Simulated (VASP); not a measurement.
# Ag (Fd-3m) in VASP: further runs

Runs on Ag. Level: LDA. Tasks: single point.

Everything below comes from runs of VASP 6.6.1. Logs are shortened: lines on timing, memory, paths and dates and some standing lists are left out, and cuts for length are marked.

### Step 1. The cell of the first run

It takes space group Fd-3m (No. 227, cubic). Conventional cell: a = 4.369 Å, b = 4.369 Å, c = 4.369 Å, α = 90.00°, β = 90.00°, γ = 90.00°. Ag (site symmetry -43m) has 4 Ag at 1.89 Å within 2.5 Å.

### Step 2. Single point, LDA (volume scaled by 0.4)

INCAR

```
SYSTEM = Ag
PREC = Accurate ; ENCUT = 520
EDIFF = 1E-6 ; ISMEAR = -1
SIGMA = 0.05 ; LREAL = .False.
LASPH = .True. ; NELM = 60
ALGO = Normal ; ISIF = 2
LWAVE = .False. ; LCHARG = .False.
NBANDS = 18
```

KPOINTS

```
regular mesh
0
Gamma
  13 13 13
  0 0 0
```

POSCAR

```
Ag
1.0
    0.0000000000      2.1847326037      2.1847326037
    2.1847326037      0.0000000000      2.1847326037
    2.1847326037      2.1847326037      0.0000000000
Ag
2
Direct
   -0.1250000000     -0.1250000000     -0.1250000000
    0.1250000000      0.1250000000      0.1250000000
```

Potentials or basis: VASP PAW LDA potentials, release 64 (Ag).

Command:

```sh
cat potpaw_LDA.64/Ag/POTCAR > POTCAR
mpirun -np 1 vasp_std > vasp.out
```

OUTCAR:

```text
SYSTEM = Ag
   PREC = Accurate
   ENCUT = 520
   EDIFF = 1E-6
   ISMEAR = -1
   LREAL = .False.
   LASPH = .True.
   NELM = 60
   ISIF = 2

 ion  position               nearest neighbor table
   1  0.875  0.875  0.875-   2 1.89   2 1.89   2 1.89   2 1.89
   2  0.125  0.125  0.125-   1 1.89   1 1.89   1 1.89   1 1.89

  LATTYP: Found a face centered cubic cell.
 ALAT       =     4.3694652074

  Lattice vectors:

 A1 = (   0.0000000000,   2.1847326037,   2.1847326037)
 A2 = (   2.1847326037,   0.0000000000,   2.1847326037)
 A3 = (   2.1847326037,   2.1847326037,   0.0000000000)

Analysis of symmetry for initial positions (statically):
=====================================================================
 Subroutine PRICEL returns:
 Original cell was already a primitive cell.

 Routine SETGRP: Setting up the symmetry group for a
 face centered cubic supercell.

 Subroutine GETGRP returns: Found 48 space group operations
 (whereof 12 operations were pure point group operations)
 out of a pool of 48 trial point group operations.

The static configuration has the point symmetry D_3d.
 The point group associated with its full space group is O_h .

Analysis of symmetry for dynamics (positions and initial velocities):
=====================================================================
 Subroutine PRICEL returns:
 Original cell was already a primitive cell.

 Routine SETGRP: Setting up the symmetry group for a
 face centered cubic supercell.

 Subroutine GETGRP returns: Found 48 space group operations
 (whereof 12 operations were pure point group operations)
 out of a pool of 48 trial point group operations.

The dynamic configuration has the point symmetry D_3d.
 The point group associated with its full space group is O_h .

 Subroutine INISYM returns: Found 48 space group operations
 (whereof 12 operations are pure point group operations),
 and found     1 'primitive' translations

----------------------------------------------------------------------------------------

                                     Primitive cell

  volume of cell :      20.8557

  direct lattice vectors                    reciprocal lattice vectors
     0.000000000  2.184732604  2.184732604    -0.228860960  0.228860960  0.228860960
     2.184732604  0.000000000  2.184732604     0.228860960 -0.228860960  0.228860960
     2.184732604  2.184732604  0.000000000     0.228860960  0.228860960 -0.228860960

  length of vectors
     3.089678478  3.089678478  3.089678478     0.396398810  0.396398810  0.396398810

  position of ions in fractional coordinates (direct lattice)
     0.875000000  0.875000000  0.875000000
     0.125000000  0.125000000  0.125000000

  ion indices of the primitive-cell ions
   primitive index   ion index
                 1           1
                 2           2

----------------------------------------------------------------------------------------

 KPOINTS: regular mesh

Automatic generation of k-mesh.
 Grid dimensions read from file:
 generate k-points for:   13   13   13

 Generating k-lattice:

  Cartesian coordinates                     Fractional coordinates (reciprocal lattice)
    -0.017604689  0.017604689  0.017604689     0.076923077  0.000000000  0.000000000
     0.017604689 -0.017604689  0.017604689     0.000000000  0.076923077  0.000000000
     0.017604689  0.017604689 -0.017604689     0.000000000  0.000000000  0.076923077

  Length of vectors
     0.030492216  0.030492216  0.030492216

  Shift w.r.t. Gamma in fractional coordinates (k-lattice)
     0.000000000  0.000000000  0.000000000

 Subroutine IBZKPT returns following result:
 ===========================================

 Found     84 irreducible k-points:

 Following reciprocal coordinates:
            Coordinates               Weight
  0.000000  0.000000  0.000000      1.000000
  0.076923  0.000000  0.000000      8.000000
  0.153846  0.000000  0.000000      8.000000
  0.230769  0.000000  0.000000      8.000000
  0.307692  0.000000  0.000000      8.000000
  0.384615  0.000000  0.000000      8.000000
[... 16 lines left out ...]
  0.384615  0.153846  0.000000     24.000000
  0.461538  0.153846  0.000000     24.000000
 [... further k-points ...]
   k-points           NKPTS =     84   k-points in BZ     NKDIM =     84   number of bands    NBANDS=     18
   number of dos      NEDOS =    301   number of ions     NIONS =      2
   total plane-waves  NPLWV =  13824
   dimension x,y,z NGX =    24 NGY =   24 NGZ =   24
   dimension x,y,z NGXF=    48 NGYF=   48 NGZF=   48
   ions per type =               2
   NGX,Y,Z   is equivalent  to a cutoff of  12.91, 12.91, 12.91 a.u.
   NGXF,Y,Z  is equivalent  to a cutoff of  25.83, 25.83, 25.83 a.u.
 SYSTEM =  Ag
   PREC   = accura    normal or accurate (medium, high low for compatibility)
   ISTART =      0    job   : 0-new  1-cont  2-samecut
   ICHARG =      2    charge: 1-file 2-atom 10-const
   ISPIN  =      1    spin polarized calculation?
   LNONCOLLINEAR =      F non collinear calculations
   LSORBIT =      F    spin-orbit coupling
   LASPH  =      T    aspherical Exc in radial PAW
   ENCUT  =  520.0 eV  38.22 Ry    6.18 a.u.   5.74  5.74  5.74*2*pi/ulx,y,z
   NELM   =     60;   NELMIN=  2; NELMDL= -5     # of ELM steps
   EDIFF  = 0.1E-05   stopping-criterion for ELM
   LREAL  =      F    real-space projection
   EDIFFG = 0.1E-04   stopping-criterion for IOM
   NSW    =      0    number of steps for IOM
   IBRION =     -1    ionic relax: 0-MD 1-quasi-New 2-CG
   NFREE  =      0    steps in history (QN), initial steepest desc. (CG)
   ISIF   =      2    stress and relaxation
   ISYM   =      2    0-nonsym 1-usesym 2-fastsym
   POTIM  = 0.5000    time-step for ionic-motion
   TEBEG  =    0.0;   TEEND  =   0.0 temperature during run
   PSTRESS=    0.0 pullay stress
   NELECT =      22.0000    total number of electrons
   NUPDOWN=      -1.0000    fix difference up-down
   EMIN   =  10.00;   EMAX   =-10.00  energy-range for DOS
   EFERMI =   0.00;   METHOD = LEGACY
   ISMEAR =    -1;   SIGMA  =   0.05  broadening in eV -4-tet -1-fermi 0-gaus
   EFERMI_NEDOS =   21; number of points for ismear=-14 and -15
   IALGO  =     38    algorithm
   IMIX   =      4    mixing-type and parameters
     AMIX     =   0.40;   BMIX     =  1.00
     AMIX_MAG =   1.60;   BMIX_MAG =  1.00
  volume/ion in A,a.u.               =      10.43        70.37
  Fermi-wavevector in a.u.,A,eV,Ry     =   1.666508  3.149244 37.786771  2.777249
  Thomas-Fermi vector in A             =   2.752692
   LORBIT       =      0    0 simple, 1 ext, 2 COOP (PROOUT), +10 PAW based schemes
   GGA     = CA    functional components
   LHFCALC =     F    Hartree Fock is set to
   AEXX    =    0.0000 exact exchange contribution
   IVDW    =     0    specifies the selected vdW correction
   LEPSILON=     F    determine dielectric tensor
   LRPA    =     F    only Hartree local field effects (RPA)
 non-spin polarized calculation
  energy-cutoff  :      520.00
  volume of cell :       20.86
 maximum number of plane-waves:       571
   NGX = 11   NGY = 11   NGZ = 11

 number of electron      22.0000002 magnetization

 Free energy of the ion-electron system (eV)
  ---------------------------------------------------
  ext. energy  EPLUGINS =         0.00000000
  ---------------------------------------------------
  free energy    TOTEN  =        14.14913580 eV

  energy without entropy =       14.15399829  energy(sigma->0) =       14.15156704

 E-fermi :  19.0051     XC(G=0): -15.3200

 val. band max:       18.9865733439   @ k =  -0.4615   0.1538   0.0000
 cond. band min:      19.0081062116   @ k =  -0.3846   0.3077   0.0769
 fundamental gap:      0.0215328677
 Fermi energy:        19.0050775487

 k-point     1 :       0.0000    0.0000    0.0000
  band No.  band energies     occupation
      1       5.7894      2.00000
      2       5.7894      2.00000
      3       6.1796      2.00000
      4       7.3193      2.00000
      5       7.3193      2.00000
      6       7.3193      2.00000
[... 10 lines left out ...]
     17      37.3389      0.00000
     18      37.3389      0.00000

 k-point     2 :       0.0769    0.0000    0.0000
  band No.  band energies     occupation
      1       5.7065      2.00000
      2       5.7065      2.00000
      3       6.3525      2.00000
      4       7.3096      2.00000
      5       7.4629      2.00000
      6       7.4629      2.00000
[... 10 lines left out ...]
     17      37.0093      0.00000
     18      37.0163      0.00000

 k-point     3 :       0.1538    0.0000    0.0000
  band No.  band energies     occupation
      1       5.5710      2.00000
      2       5.5710      2.00000
      3       6.6636      2.00000
      4       7.4847      2.00000
      5       7.7300      2.00000
      6       7.7300      2.00000
[... 10 lines left out ...]
     17      36.2300      0.00000
     18      36.2300      0.00000

 k-point     4 :       0.2308    0.0000    0.0000
  band No.  band energies     occupation
      1       5.5220      2.00000
      2       5.5220      2.00000
      3       6.6397      2.00000
      4       7.8521      2.00000
      5       7.8521      2.00000
      6       8.2668      2.00000
[... 375 lines left out ...]
      4       7.1355      2.00000
      5       8.8964      2.00000
      6       9.1158      2.00000
[... 10 lines left out ...]
     17      36.3950      0.00000
     18      37.2823      0.00000

 k-point    23 :       0.3846    0.1538    0.0000
  band No.  band energies     occupation
      1       4.8325      2.00000
      2       6.1478      2.00000
      3       6.7081      2.00000
      4       6.9125      2.00000
      5       8.8527      2.00000
      6       9.5965      2.00000
[... 10 lines left out ...]
     17      37.0816      0.00000
     18      38.3199      0.00000

 k-point    24 :       0.4615    0.1538    0.0000
  band No.  band energies     occupation
      1       4.9431      2.00000
      2       5.9905      2.00000
      3       6.4416      2.00000
      4       7.1186      2.00000
      5       8.5461      2.00000
      6       9.5023      2.00000
[... 10 lines left out ...]
     17      37.5330      0.00000
     18      39.4464      0.00000

 [... further k-points ...]

------------------------ aborting loop because EDIFF is reached ----------------------------------------

  FORCE on cell =-STRESS in cart. coord.  units (eV):
  Direction    XX          YY          ZZ          XY          YZ          ZX
  --------------------------------------------------------------------------------------
  -------------------------------------------------------------------------------------
  Total       60.5821510     60.5821510     60.5821510      0.0000000     -0.0000000      0.0000000
  in kB     4654.0431560   4654.0431560   4654.0431560      0.0000000     -0.0000000      0.0000000
  external PRESSURE =    4654.0431560 kB  Pullay stress =       0.0000000 kB

 VOLUME and BASIS-vectors are now :
 -----------------------------------------------------------------------------
  energy-cutoff  :      520.00
  volume of cell :       20.86
      direct lattice vectors                 reciprocal lattice vectors
     0.000000000  2.184732604  2.184732604    -0.228860960  0.228860960  0.228860960
     2.184732604  0.000000000  2.184732604     0.228860960 -0.228860960  0.228860960
     2.184732604  2.184732604  0.000000000     0.228860960  0.228860960 -0.228860960

 POSITION                                       TOTAL-FORCE (eV/Angst)
 -----------------------------------------------------------------------------------
      3.82328      3.82328      3.82328        -0.000000     -0.000000     -0.000000
      0.54618      0.54618      0.54618         0.000000      0.000000      0.000000
 -----------------------------------------------------------------------------------
    total drift:                                0.000000      0.000000      0.000000

  FREE ENERGIE OF THE ION-ELECTRON SYSTEM (eV)
  ---------------------------------------------------
  free  energy   TOTEN  =        14.1491357962 eV

  energy  without entropy=       14.1539982922  energy(sigma->0) =       14.15156704
```

It took 17 s on 1 thread of AMD EPYC 7R13 (Zen 3), shared host; peak memory 0.11 GiB.

Results:

| Quantity | Value |
| --- | --- |
| Free energy | 14.1491 eV |
| Pressure | 465.4 GPa |
| Band gap on the k mesh | zero (band 11 reaches 19.74 eV, above the bottom of band 12 at 18.99 eV) |

Levels at points of the mesh, in eV from the Fermi level:
```csv
k point,band 8,band 9,band 10,band 11,band 12,band 13,band 14,band 15
"(0.00, 0.00, 0.00)",-7.01,-7.01,-3.00,-3.00,12.74,12.96,12.96,12.96
```

### Step 3. Single point, LDA (volume scaled by 0.5)

INCAR

```
SYSTEM = Ag
ALGO     = Normal         ! electronic algorithm
EDIFF    = 1E-6           ! SCF threshold, eV
ENCUT    = 520            ! plane-wave cutoff, eV
ISIF     = 2              ! what is computed and relaxed
ISMEAR   = -1             ! smearing method
LASPH    = .True.         ! aspherical terms in the spheres
LCHARG   = .False.        ! write CHGCAR
LREAL    = .False.        ! projectors in reciprocal space
LWAVE    = .False.        ! write WAVECAR
NBANDS   = 18             ! bands
NELM     = 100            ! most SCF steps
PREC     = Accurate       ! precision mode
SIGMA    = 0.05           ! smearing width, eV
```

KPOINTS

```
k-points
0
Gamma
  13 13 13
  0 0 0
```

POSCAR

```
Ag
1.0
    0.0000000000      2.3534318549      2.3534318549
    2.3534318549      0.0000000000      2.3534318549
    2.3534318549      2.3534318549      0.0000000000
Ag
2
Direct
   -0.1250000000     -0.1250000000     -0.1250000000
    0.1250000000      0.1250000000      0.1250000000
```

Potentials or basis: VASP PAW LDA potentials, release 64 (Ag).

Command:

```sh
cat potpaw_LDA.64/Ag/POTCAR > POTCAR
mpirun -np 1 vasp_std > vasp.out
```

It took 27 s on 1 thread of AMD EPYC 7R13 (Zen 3), shared host; peak memory 0.13 GiB.

Results (log left out):

- Free energy: 3.5292 eV
- Pressure: 218.1 GPa
- Band gap on the k mesh: zero (band 11 reaches 14.48 eV, above the bottom of band 12 at 13.42 eV)

Levels at points of the mesh, in eV from the Fermi level:
| k point | band 9 | band 10 | band 11 | band 12 | band 13 | band 14 |
| --- | --- | --- | --- | --- | --- | --- |
| (0.00, 0.00, 0.00) | -5.50 | -2.74 | -2.74 | 13.17 | 13.40 | 13.40 |

### Step 4. Single point, LDA (volume scaled by 0.6)

INCAR

```
SYSTEM = Ag
PREC = Accurate ; ENCUT = 520
EDIFF = 1E-6 ; ISMEAR = -1
SIGMA = 0.05 ; LREAL = .FALSE.
LASPH = .TRUE. ; NELM = 60
ALGO = Normal ; ISIF = 2
LWAVE = .FALSE. ; LCHARG = .TRUE.
GGA = CA ; LELF = .TRUE.
LVHAR = .TRUE. ; NBANDS = 18
```

KPOINTS

```
Automatic mesh
0
G
  13 13 13
  0 0 0
```

POSCAR

```
Ag
1.0
    0.0000000000      2.5008945276      2.5008945276
    2.5008945276      0.0000000000      2.5008945276
    2.5008945276      2.5008945276      0.0000000000
Ag
2
Direct
   -0.1250000000     -0.1250000000     -0.1250000000
    0.1250000000      0.1250000000      0.1250000000
```

Command:

```sh
cat potpaw_LDA.64/Ag/POTCAR > POTCAR
mpirun -np 1 vasp_std > vasp.out
```

It took 28 s on 1 thread of AMD EPYC 7R13 (Zen 3), shared host; peak memory 0.14 GiB.

Results (log left out):

```
Free energy            : -1.4635 eV
Pressure               : 102.9 GPa
Band gap on the k mesh : zero (band 11 reaches 10.83 eV, above the bottom of band 12 at 9.75 eV)
```

Levels at points of the mesh, in eV from the Fermi level:
```
           k point  band 8  band 9  band 10  band 11  band 12  band 13  band 14  band 15
(0.00, 0.00, 0.00)   -4.62   -4.62    -2.60    -2.60    13.02    13.10    13.10    13.10
```

(Continued in part 2 of 2.)
